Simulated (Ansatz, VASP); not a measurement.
One calculation of SrTe, two programs

Contents of INCAR:

```
ALGO = Normal ; EDIFF = 1E-6
ENCUT = 500 ; GGA = PE
GGA_COMPAT = False ; ISIF = 2
ISMEAR = 0 ; LASPH = True
LCHARG = False ; LREAL = False
LWAVE = False ; NBANDS = 15
NELM = 120 ; PREC = Accurate
SIGMA = 0.05
```

File KPOINTS:

```
k-points
0
Gamma
  6 6 6
```

The input POSCAR:

```
SrTe
1.0
    0.0000000000      3.2349999084      3.2349999084
    3.2349999084      0.0000000000      3.2349999084
    3.2349999084      3.2349999084      0.0000000000
Sr Te
1 1
Direct
    0.5000000000      0.5000000000      0.5000000000
    0.0000000000      0.0000000000      0.0000000000
```

Input for Ansatz:

```yaml
crystal:
  lattice:
    - [0.0, 3.2349999084, 3.2349999084]
    - [3.2349999084, 0.0, 3.2349999084]
    - [3.2349999084, 3.2349999084, 0.0]
  atoms:
    - { symbol: Sr, position: [0.5, 0.5, 0.5] }
    - { symbol: Te, position: [0.0, 0.0, 0.0] }
basis:
  ecutwfc: 420
  ecutrho_ratio: 4
kpoints:
  mp_grid: { grid: [6, 6, 6] }
hamiltonian:
  xc: pbe
scf:
  occupations: { method: gaussian, width: 0.05 }
output:
  forces: true
  stress: true
  eigenvalues: true
```

Alike in both runs: task single point; functional PBE; k mesh 6 × 6 × 6; occupations gaussian, width 0.05 eV; no spin polarisation.

```csv
,VASP,Ansatz
version,VASP 6.6.1,Ansatz 0.2.0
potentials or method,"VASP PAW PBE potentials, release 64 (Sr_sv, Te), cutoff 500 eV","scalar-relativistic, plane waves, PAW"
valence electrons in the cell,16,26
```

```csv
,VASP,Ansatz,Ansatz less VASP
gap on the k mesh at the Fermi level (eV),1.44,1.47,+0.031
least direct gap on the mesh (eV),2.25,2.27,+0.021
pressure (GPa),4.8,4.7,-0.13
```

With one functional, cell and mesh, what is left measures potentials, basis and numerics. VASP's potentials hold 16 valence electrons a cell and Ansatz's 26, so a difference there can come from the potentials and not from the codes.

Spin-orbit coupling is off throughout.
